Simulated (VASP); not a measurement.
# Ta (P6_3/mmc) in VASP: notebook, part 2 of 2

VASP 6.6.1. Earlier steps stand in the parts before.

**4. Single point, PBE**

INCAR reads:

```
PREC = Accurate
ENCUT = 520
EDIFF = 1E-6
ISMEAR = -1
SIGMA = 0.01
LREAL = False
LASPH = True
NELM = 60
ALGO = Normal
ISIF = 2
LWAVE = False
LCHARG = True
GGA = PE
LELF = True
LVHAR = True
NBANDS = 18
```

KPOINTS reads:

```
Automatic mesh
0
Gamma
  13 13 7
```

POSCAR reads:

```
Ta
1.0
    2.9039239680      0.0000000000      0.0000000000
   -1.4519619840      2.5148719270      0.0000000000
    0.0000000000      0.0000000000      5.1308977023
Ta
2
Direct
    0.3333333333      0.6666666667      0.2500000000
    0.6666666667      0.3333333333      0.7500000000
```

Potentials or basis: VASP PAW PBE potentials, release 64 (Ta_pv).

Launch:

```console
cat potpaw_PBE.64/Ta_pv/POTCAR > POTCAR
mpirun -np 1 vasp_std > vasp.out
```

OUTCAR:

```text
PREC = Accurate
   ENCUT = 520
   EDIFF = 1E-6
   ISMEAR = -1
   LREAL = False
   LASPH = True
   NELM = 60
   ISIF = 2
   GGA = PE

 ion  position               nearest neighbor table
   1  0.333  0.667  0.250-   2 3.06   2 3.06   2 3.06   2 3.06   2 3.06   2 3.06
   2  0.667  0.333  0.750-   1 3.06   1 3.06   1 3.06   1 3.06   1 3.06   1 3.06

  LATTYP: Found a hexagonal cell.
 ALAT       =     2.9039239680
 C/A-ratio  =     1.7668843120

  Lattice vectors:

 A1 = (   2.9039239680,   0.0000000000,   0.0000000000)
 A2 = (  -1.4519619840,   2.5148719270,   0.0000000000)
 A3 = (   0.0000000000,   0.0000000000,   5.1308977023)

Analysis of symmetry for initial positions (statically):
=====================================================================
 Subroutine PRICEL returns:
 Original cell was already a primitive cell.

 Routine SETGRP: Setting up the symmetry group for a
 hexagonal supercell.

 Subroutine GETGRP returns: Found 24 space group operations
 (whereof 12 operations were pure point group operations)
 out of a pool of 24 trial point group operations.

The static configuration has the point symmetry D_3d.
 The point group associated with its full space group is D_6h.

Analysis of symmetry for dynamics (positions and initial velocities):
=====================================================================
 Subroutine PRICEL returns:
 Original cell was already a primitive cell.

 Routine SETGRP: Setting up the symmetry group for a
 hexagonal supercell.

 Subroutine GETGRP returns: Found 24 space group operations
 (whereof 12 operations were pure point group operations)
 out of a pool of 24 trial point group operations.

The dynamic configuration has the point symmetry D_3d.
[... 106 lines left out ...]
   ISIF   =      2    stress and relaxation
   ISYM   =      2    0-nonsym 1-usesym 2-fastsym
   POTIM  = 0.5000    time-step for ionic-motion
   TEBEG  =    0.0;   TEEND  =   0.0 temperature during run
   PSTRESS=    0.0 pullay stress
   NELECT =      22.0000    total number of electrons
   NUPDOWN=      -1.0000    fix difference up-down
   EMIN   =  10.00;   EMAX   =-10.00  energy-range for DOS
   EFERMI =   0.00;   METHOD = LEGACY
   ISMEAR =    -1;   SIGMA  =   0.01  broadening in eV -4-tet -1-fermi 0-gaus
   EFERMI_NEDOS =   21; number of points for ismear=-14 and -15
   IALGO  =     38    algorithm
   IMIX   =      4    mixing-type and parameters
     AMIX     =   0.40;   BMIX     =  1.00
     AMIX_MAG =   1.60;   BMIX_MAG =  1.00
  volume/ion in A,a.u.               =      18.74       126.43
  Fermi-wavevector in a.u.,A,eV,Ry     =   1.370832  2.590497 25.567801  1.879180
  Thomas-Fermi vector in A             =   2.496583
   LORBIT       =      0    0 simple, 1 ext, 2 COOP (PROOUT), +10 PAW based schemes
   GGA     = PE    functional components
   LHFCALC =     F    Hartree Fock is set to
   AEXX    =    0.0000 exact exchange contribution
   IVDW    =     0    specifies the selected vdW correction
   LEPSILON=     F    determine dielectric tensor
   LRPA    =     F    only Hartree local field effects (RPA)
 non-spin polarized calculation
  energy-cutoff  :      520.00
  volume of cell :       37.47
 maximum number of plane-waves:      1039
 NGX is ok and might be reduce to    24
   NGX = 11   NGY = 11   NGZ = 19

 number of electron      22.0000003 magnetization

 Free energy of the ion-electron system (eV)
  ---------------------------------------------------
  ext. energy  EPLUGINS =         0.00000000
  ---------------------------------------------------
  free energy    TOTEN  =       -23.06594839 eV

  energy without entropy =      -23.06491659  energy(sigma->0) =      -23.06543249

 E-fermi :   5.5640     XC(G=0): -12.4062

 val. band max:        5.5477162686   @ k =   0.3846  -0.0000   0.0000
 cond. band min:       5.5676402849   @ k =   0.2308   0.1538   0.0000
 fundamental gap:      0.0199240163
 Fermi energy:         5.5639748450

 k-point     1 :       0.0000    0.0000    0.0000
  band No.  band energies     occupation
      1     -28.9675      2.00000
      2     -28.1276      2.00000
      3     -28.0355      2.00000
      4     -28.0355      2.00000
      5     -27.9486      2.00000
      6     -27.9486      2.00000
[... 481 lines left out ...]
      5     -28.0915      2.00000
      6     -27.9958      2.00000
[... 10 lines left out ...]
     17      10.9202      0.00000
     18      11.8267      0.00000

 [... further k-points ...]
[... 5 lines left out ...]
  --------------------------------------------------------------------------------------
  -------------------------------------------------------------------------------------
  Total        0.0023451      0.0023451      0.0372564      0.0000000      0.0000000      0.0000000
  in kB        0.1002722      0.1002722      1.5930050      0.0000000      0.0000000      0.0000000
  external PRESSURE =       0.5978498 kB  Pullay stress =       0.0000000 kB

 VOLUME and BASIS-vectors are now :
 -----------------------------------------------------------------------------
  energy-cutoff  :      520.00
  volume of cell :       37.47
      direct lattice vectors                 reciprocal lattice vectors
     2.903923968  0.000000000  0.000000000     0.344361633  0.198817282  0.000000000
    -1.451961984  2.514871927  0.000000000     0.000000000  0.397634563  0.000000000
     0.000000000  0.000000000  5.130897702     0.000000000  0.000000000  0.194897669

 POSITION                                       TOTAL-FORCE (eV/Angst)
 -----------------------------------------------------------------------------------
     -0.00000      1.67658      1.28272         0.000000      0.000000      0.000000
      1.45196      0.83829      3.84817        -0.000000      0.000000      0.000000
 -----------------------------------------------------------------------------------
    total drift:                                0.000000     -0.000000      0.000000

  FREE ENERGIE OF THE ION-ELECTRON SYSTEM (eV)
  ---------------------------------------------------
  free  energy   TOTEN  =       -23.0659483885 eV

  energy  without entropy=      -23.0649165906  energy(sigma->0) =      -23.06543249
```

Run time: 42 s. Hardware: 1 thread of Intel Xeon Platinum 8259CL at 2.50GHz (Skylake/Cascade Lake), shared host; peak memory 0.19 GiB.

What came out:

```
Free energy            : -23.0659 eV
Pressure               : 0.1 GPa
Band gap on the k mesh : zero (band 11 reaches 6.66 eV, above the bottom of band 12 at 5.03 eV)
```

Stress tensor (GPa, compression positive):
```
0.01 0.00 0.00
0.00 0.01 0.00
0.00 0.00 0.16
```

Caveat: spin-orbit coupling is left out, which moves the levels of the heavy elements.

**5. Single point, PBE**

INCAR reads:

```
PREC = Accurate
ENCUT = 520
EDIFF = 1E-7
ISMEAR = 0
SIGMA = 0.05
LREAL = False
LASPH = True
NELM = 80
ALGO = Normal
ISIF = 2
LWAVE = False
LCHARG = False
GGA = PE
NBANDS = 18
```

KPOINTS is that of step 4.

POSCAR is that of step 4.

Launch:

```console
cat potpaw_PBE.64/Ta_pv/POTCAR > POTCAR
mpirun -np 1 vasp_std > vasp.out
```

Run time: 44 s. Hardware: 1 thread of Intel Xeon Platinum 8259CL at 2.50GHz (Skylake/Cascade Lake), shared host; peak memory 0.19 GiB.

The run converged. Its results:

| Quantity | Value |
| --- | --- |
| Free energy | -23.0673 eV |
| Pressure | 0.1 GPa |
| Band gap on the k mesh | zero (band 11 reaches 6.66 eV, above the bottom of band 12 at 5.03 eV) |

Levels at points of the mesh, in eV from the Fermi level:
| k point | band 8 | band 9 | band 10 | band 11 | band 12 | band 13 | band 14 | band 15 |
| --- | --- | --- | --- | --- | --- | --- | --- | --- |
| (0.00, 0.00, 0.00) | -4.86 | -0.45 | -0.02 | 0.62 | 0.62 | 1.20 | 1.20 | 2.94 |

Caveat: spin-orbit coupling is left out, which moves the levels of the heavy elements.

**6. Summary**

| smearing | gap on the mesh (eV) | pressure (GPa) |
| --- | --- | --- |
| fermi-dirac 0.03 eV | none | 0.1 |
| methfessel-paxton 0.15 eV | none | 0.0 |
| fermi-dirac 0.01 eV | none | 0.1 |
| gaussian 0.05 eV | none | 0.1 |

Alike in all rows: task single point; level PBE; potentials or basis VASP PAW PBE potentials, release 64 (Ta_pv); no spin polarisation; cell as given; k mesh 13 × 13 × 7; cutoff (eV) 520.

Every run on the cell as given and a fine mesh finds a metal.

Caveats: spin-orbit coupling is left out, which moves the levels of the heavy elements.

Absolute energies hang on the potentials; compare differences alone.
